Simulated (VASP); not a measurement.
# TaSi (P4/mmm) in VASP: further runs

TaSi is run at these levels: PBEsol; tasks: single point, relaxation of cell and atoms.

Program: VASP 6.6.1. These are calculated values, not measurements. Logs are shortened: lines on timing, memory, paths and dates and some standing lists are left out, and cuts for length are marked.

## 1. The cell of the first run

It takes space group P4/mmm (No. 123, tetragonal). Conventional cell: a = 2.897 Å, b = 2.897 Å, c = 3.618 Å, α = 90.00°, β = 90.00°, γ = 90.00°. Ta (site symmetry 4/mmm) has 8 Si at 2.73 Å and 6 Ta at 2.90 to 3.62 Å within 3.7 Å. Si (site symmetry 4/mmm) has 8 Ta at 2.73 Å and 6 Si at 2.90 to 3.62 Å within 3.7 Å.

## 2. Single point, PBEsol

INCAR reads:

```
SYSTEM = TaSi
PREC = Accurate
ENCUT = 520
EDIFF = 1E-6
ISMEAR = 0
SIGMA = 0.1
LREAL = .False.
LASPH = .True.
NELM = 100
ALGO = Normal
ISIF = 2
LWAVE = .False.
LCHARG = .False.
GGA = PS
NBANDS = 14
```

KPOINTS reads:

```
regular mesh
0
Gamma
  14 14 12
  0 0 0
```

POSCAR reads:

```
TaSi
1.0
    2.8965787921      0.0000000000      0.0000000000
    0.0000000000      2.8965787921      0.0000000000
    0.0000000000      0.0000000000      3.6178286525
Ta Si
1 1
Direct
    0.5000000000      0.5000000000      0.5000000000
    0.0000000000      0.0000000000      0.0000000000
```

Potentials or basis: VASP PAW PBE potentials, release 64 (Ta_pv, Si).

Run with:

```console
$ cat potpaw_PBE.64/Ta_pv/POTCAR potpaw_PBE.64/Si/POTCAR > POTCAR
$ mpirun -np 1 vasp_std > vasp.out
```

OUTCAR:

```text
SYSTEM = TaSi
   PREC = Accurate
   ENCUT = 520
   EDIFF = 1E-6
   ISMEAR = 0
   LREAL = .False.
   LASPH = .True.
   NELM = 100
   ISIF = 2
   GGA = PS

 ion  position               nearest neighbor table
   1  0.500  0.500  0.500-   2 2.73   2 2.73   2 2.73   2 2.73   2 2.73   2 2.73   2 2.73   2 2.73

   2  0.000  0.000  0.000-   1 2.73   1 2.73   1 2.73   1 2.73   1 2.73   1 2.73   1 2.73   1 2.73

  LATTYP: Found a simple tetragonal cell.
 ALAT       =     2.8965787921
 C/A-ratio  =     1.2490006011

  Lattice vectors:

 A1 = (   2.8965787921,   0.0000000000,   0.0000000000)
 A2 = (   0.0000000000,   2.8965787921,   0.0000000000)
 A3 = (   0.0000000000,   0.0000000000,   3.6178286525)

Analysis of symmetry for initial positions (statically):
=====================================================================
 Subroutine PRICEL returns:
 Original cell was already a primitive cell.

 Routine SETGRP: Setting up the symmetry group for a
 simple tetragonal supercell.

 Subroutine GETGRP returns: Found 16 space group operations
 (whereof 16 operations were pure point group operations)
 out of a pool of 16 trial point group operations.

The static configuration has the point symmetry D_4h.

Analysis of symmetry for dynamics (positions and initial velocities):
=====================================================================
 Subroutine PRICEL returns:
 Original cell was already a primitive cell.

 Routine SETGRP: Setting up the symmetry group for a
 simple tetragonal supercell.

 Subroutine GETGRP returns: Found 16 space group operations
 (whereof 16 operations were pure point group operations)
 out of a pool of 16 trial point group operations.

The dynamic configuration has the point symmetry D_4h.

 Subroutine INISYM returns: Found 16 space group operations
 (whereof 16 operations are pure point group operations),
 and found     1 'primitive' translations

----------------------------------------------------------------------------------------

                                     Primitive cell

  volume of cell :      30.3542

  direct lattice vectors                    reciprocal lattice vectors
     2.896578792  0.000000000  0.000000000     0.345234869  0.000000000  0.000000000
     0.000000000  2.896578792  0.000000000     0.000000000  0.345234869  0.000000000
     0.000000000  0.000000000  3.617828653     0.000000000  0.000000000  0.276408889

  length of vectors
     2.896578792  2.896578792  3.617828653     0.345234869  0.345234869  0.276408889

  position of ions in fractional coordinates (direct lattice)
     0.500000000  0.500000000  0.500000000
     0.000000000  0.000000000  0.000000000

  ion indices of the primitive-cell ions
   primitive index   ion index
                 1           1
                 2           2

----------------------------------------------------------------------------------------

 KPOINTS: regular mesh

Automatic generation of k-mesh.
 Grid dimensions read from file:
 generate k-points for:   14   14   12

 Generating k-lattice:

  Cartesian coordinates                     Fractional coordinates (reciprocal lattice)
     0.024659634  0.000000000  0.000000000     0.071428571  0.000000000  0.000000000
     0.000000000  0.024659634  0.000000000     0.000000000  0.071428571  0.000000000
     0.000000000  0.000000000  0.023034074     0.000000000  0.000000000  0.083333333

  Length of vectors
     0.024659634  0.024659634  0.023034074

  Shift w.r.t. Gamma in fractional coordinates (k-lattice)
     0.000000000  0.000000000  0.000000000

 Subroutine IBZKPT returns following result:
 ===========================================

 Found    252 irreducible k-points:

 Following reciprocal coordinates:
            Coordinates               Weight
  0.000000  0.000000  0.000000      1.000000
  0.071429  0.000000  0.000000      4.000000
  0.142857  0.000000  0.000000      4.000000
  0.214286  0.000000  0.000000      4.000000
  0.285714  0.000000  0.000000      4.000000
  0.357143  0.000000  0.000000      4.000000
[... 16 lines left out ...]
  0.285714  0.214286  0.000000      8.000000
  0.357143  0.214286  0.000000      8.000000
 [... further k-points ...]
   k-points           NKPTS =    252   k-points in BZ     NKDIM =    252   number of bands    NBANDS=     14
   number of dos      NEDOS =    301   number of ions     NIONS =      2
   total plane-waves  NPLWV =  16128
   dimension x,y,z NGX =    24 NGY =   24 NGZ =   28
   dimension x,y,z NGXF=    48 NGYF=   48 NGZF=   56
   ions per type =               1   1
   NGX,Y,Z   is equivalent  to a cutoff of  13.77, 13.77, 12.87 a.u.
   NGXF,Y,Z  is equivalent  to a cutoff of  27.55, 27.55, 25.73 a.u.
 SYSTEM =  TaSi
   PREC   = accura    normal or accurate (medium, high low for compatibility)
   ISTART =      0    job   : 0-new  1-cont  2-samecut
   ICHARG =      2    charge: 1-file 2-atom 10-const
   ISPIN  =      1    spin polarized calculation?
   LNONCOLLINEAR =      F non collinear calculations
   LSORBIT =      F    spin-orbit coupling
   LASPH  =      T    aspherical Exc in radial PAW
   ENCUT  =  520.0 eV  38.22 Ry    6.18 a.u.   5.39  5.39  6.73*2*pi/ulx,y,z
   NELM   =    100;   NELMIN=  2; NELMDL= -5     # of ELM steps
   EDIFF  = 0.1E-05   stopping-criterion for ELM
   LREAL  =      F    real-space projection
   EDIFFG = 0.1E-04   stopping-criterion for IOM
   NSW    =      0    number of steps for IOM
   IBRION =     -1    ionic relax: 0-MD 1-quasi-New 2-CG
   NFREE  =      0    steps in history (QN), initial steepest desc. (CG)
   ISIF   =      2    stress and relaxation
   ISYM   =      2    0-nonsym 1-usesym 2-fastsym
   POTIM  = 0.5000    time-step for ionic-motion
   TEBEG  =    0.0;   TEEND  =   0.0 temperature during run
   PSTRESS=    0.0 pullay stress
   NELECT =      15.0000    total number of electrons
   NUPDOWN=      -1.0000    fix difference up-down
   EMIN   =  10.00;   EMAX   =-10.00  energy-range for DOS
   EFERMI =   0.00;   METHOD = LEGACY
   ISMEAR =     0;   SIGMA  =   0.10  broadening in eV -4-tet -1-fermi 0-gaus
   EFERMI_NEDOS =   21; number of points for ismear=-14 and -15
   IALGO  =     38    algorithm
   IMIX   =      4    mixing-type and parameters
     AMIX     =   0.40;   BMIX     =  1.00
     AMIX_MAG =   1.60;   BMIX_MAG =  1.00
  volume/ion in A,a.u.               =      15.18       102.42
  Fermi-wavevector in a.u.,A,eV,Ry     =   1.294292  2.445858 22.792377  1.675192
  Thomas-Fermi vector in A             =   2.425884
   LORBIT       =      0    0 simple, 1 ext, 2 COOP (PROOUT), +10 PAW based schemes
   GGA     = PS    functional components
   LHFCALC =     F    Hartree Fock is set to
   AEXX    =    0.0000 exact exchange contribution
   IVDW    =     0    specifies the selected vdW correction
   LEPSILON=     F    determine dielectric tensor
   LRPA    =     F    only Hartree local field effects (RPA)
 non-spin polarized calculation
 Gauss-broadening in eV      SIGMA  =   0.10
  energy-cutoff  :      520.00
  volume of cell :       30.35
 maximum number of plane-waves:       837
 NGX is ok and might be reduce to    24
   NGX = 11   NGY = 11   NGZ = 13

 number of electron      15.0000001 magnetization

 Free energy of the ion-electron system (eV)
  ---------------------------------------------------
  ext. energy  EPLUGINS =         0.00000000
  ---------------------------------------------------
  free energy    TOTEN  =       -18.66293327 eV

  energy without entropy =      -18.65550173  energy(sigma->0) =      -18.65921750

 E-fermi :   8.6667     XC(G=0): -12.3798

 val. band max:        8.6666399452   @ k =   0.4286   0.4286   0.1667
 cond. band min:       8.6667492467   @ k =   0.2857   0.2857   0.2500
 fundamental gap:      0.0001093016
 Fermi energy:         8.6667439684

 k-point     1 :       0.0000    0.0000    0.0000
  band No.  band energies     occupation
      1     -25.9175      2.00000
      2     -25.4614      2.00000
      3     -25.4614      2.00000
      4      -3.9127      2.00000
      5       4.7077      2.00000
      6       5.5044      2.00000
      7       7.6432      2.00000
      8      10.8469      0.00000
      9      10.8469      0.00000
     10      12.4906      0.00000
     11      12.4906      0.00000
     12      12.8064      0.00000
     13      16.2092      0.00000
     14      17.3474      0.00000

 k-point     2 :       0.0714    0.0000    0.0000
  band No.  band energies     occupation
      1     -25.9131      2.00000
      2     -25.5013      2.00000
      3     -25.4580      2.00000
      4      -3.8020      2.00000
      5       4.8062      2.00000
      6       5.5461      2.00000
      7       7.4189      2.00000
      8      10.8861      0.00000
      9      11.0521      0.00000
     10      11.8550      0.00000
     11      11.8810      0.00000
     12      13.4011      0.00000
     13      16.4550      0.00000
     14      17.6785      0.00000

 k-point     3 :       0.1429    0.0000    0.0000
  band No.  band energies     occupation
      1     -25.9008      2.00000
      2     -25.6117      2.00000
      3     -25.4484      2.00000
      4      -3.4765      2.00000
      5       5.0681      2.00000
      6       5.5801      2.00000
      7       6.8903      2.00000
      8      10.8721      0.00000
      9      10.9986      0.00000
     10      11.0746      0.00000
     11      11.5476      0.00000
     12      14.0965      0.00000
     13      16.7108      0.00000
     14      17.8560      0.00000

 k-point     4 :       0.2143    0.0000    0.0000
  band No.  band energies     occupation
      1     -25.8830      2.00000
      2     -25.7680      2.00000
      3     -25.4345      2.00000
      4      -2.9533      2.00000
      5       5.2509      2.00000
      6       5.4666      2.00000
      7       6.2723      2.00000
      8      10.3324      0.00000
      9      10.4091      0.00000
     10      11.1688      0.00000
     11      12.1786      0.00000
     12      14.7996      0.00000
     13      16.7638      0.00000
     14      17.3556      0.00000

 k-point     5 :       0.2857    0.0000    0.0000
  band No.  band energies     occupation
      1     -25.9371      2.00000
      2     -25.8631      2.00000
      3     -25.4190      2.00000
      4      -2.2535      2.00000
      5       4.4227      2.00000
      6       5.6984      2.00000
      7       5.8502      2.00000
      8       9.6905      0.00000
      9      10.8526      0.00000
     10      11.3697      0.00000
     11      12.8776      0.00000
[... 276 lines left out ...]
 k-point    22 :       0.2143    0.2143    0.0000
  band No.  band energies     occupation
      1     -25.8494      2.00000
      2     -25.7469      2.00000
      3     -25.7218      2.00000
      4      -2.0707      2.00000
      5       5.4030      2.00000
      6       5.9450      2.00000
      7       6.2335      2.00000
      8       8.6034      1.62940
      9       9.0735      0.00000
     10      11.3640      0.00000
     11      11.9442      0.00000
     12      14.7985      0.00000
     13      17.5218      0.00000
     14      19.3776      0.00000

 k-point    23 :       0.2857    0.2143    0.0000
  band No.  band energies     occupation
      1     -25.9008      2.00000
      2     -25.8301      2.00000
      3     -25.7142      2.00000
      4      -1.4356      2.00000
      5       4.7670      2.00000
      6       6.0403      2.00000
      7       6.0820      2.00000
      8       8.6619      1.05407
      9       8.8372      0.01595
     10      11.3906      0.00000
     11      12.1095      0.00000
     12      15.3471      0.00000
     13      17.0893      0.00000
     14      18.5136      0.00000

 k-point    24 :       0.3571    0.2143    0.0000
  band No.  band energies     occupation
      1     -26.0461      2.00000
      2     -25.8126      2.00000
      3     -25.6972      2.00000
      4      -0.6745      2.00000
      5       3.7325      2.00000
      6       5.7752      2.00000
      7       6.3545      2.00000
      8       8.4176      1.99957
      9       8.8823      0.00230
     10      12.2328      0.00000
     11      12.6217      0.00000
     12      15.3488      0.00000
     13      16.3972      0.00000
     14      18.2312      0.00000

 [... further k-points ...]
[... 5 lines left out ...]
  --------------------------------------------------------------------------------------
  -------------------------------------------------------------------------------------
  Total        0.0496233      0.0496233      0.0627865      0.0000000      0.0000000      0.0000000
  in kB        2.6192538      2.6192538      3.3140411      0.0000000      0.0000000      0.0000000
  external PRESSURE =       2.8508496 kB  Pullay stress =       0.0000000 kB

 VOLUME and BASIS-vectors are now :
 -----------------------------------------------------------------------------
  energy-cutoff  :      520.00
  volume of cell :       30.35
      direct lattice vectors                 reciprocal lattice vectors
     2.896578792  0.000000000  0.000000000     0.345234869  0.000000000  0.000000000
     0.000000000  2.896578792  0.000000000     0.000000000  0.345234869  0.000000000
     0.000000000  0.000000000  3.617828653     0.000000000  0.000000000  0.276408889

 POSITION                                       TOTAL-FORCE (eV/Angst)
 -----------------------------------------------------------------------------------
      1.44829      1.44829      1.80891         0.000000      0.000000      0.000000
      0.00000      0.00000      0.00000         0.000000      0.000000      0.000000
 -----------------------------------------------------------------------------------
    total drift:                                0.000000     -0.000000     -0.000000

  FREE ENERGIE OF THE ION-ELECTRON SYSTEM (eV)
  ---------------------------------------------------
  free  energy   TOTEN  =       -18.6629332739 eV

  energy  without entropy=      -18.6555017267  energy(sigma->0) =      -18.65921750
```

Wall time 36 s (1 thread of Intel Xeon Platinum 8488C (Sapphire Rapids), shared host); peak memory 0.23 GiB.

What came out:

| Item | Value |
| --- | --- |
| Free energy | -18.6629 eV |
| Pressure | 0.3 GPa |
| Band gap on the k mesh | zero (an odd number of electrons rules out a gap without spin polarisation) |

Levels at points of the mesh, in eV from the Fermi level:
```csv
k point,band 4,band 5,band 6,band 7,band 8,band 9,band 10,band 11
"(0.00, 0.00, 0.00)",-12.58,-3.96,-3.16,-1.02,2.18,2.18,3.82,3.82
"(0.50, 0.00, 0.00)",-8.20,-7.65,-3.81,-2.01,0.12,3.09,4.33,5.92
"(0.50, 0.50, 0.00)",-7.70,-3.26,-3.26,-2.72,-1.53,-1.53,2.53,2.93
"(0.00, 0.00, 0.50)",-10.04,-8.18,-2.61,-0.10,-0.10,1.15,4.32,5.41
"(0.50, 0.00, 0.50)",-9.08,-4.70,-3.67,-3.11,0.81,1.70,2.15,5.02
"(0.50, 0.50, 0.50)",-5.83,-5.70,-5.70,-3.94,2.15,3.18,3.65,3.65
```

Caveat: the PAW data sets were made with another functional, which shifts forces and pressure a little; spin-orbit coupling is left out, which moves the levels of the heavy elements.

[end of part 1 of 2]
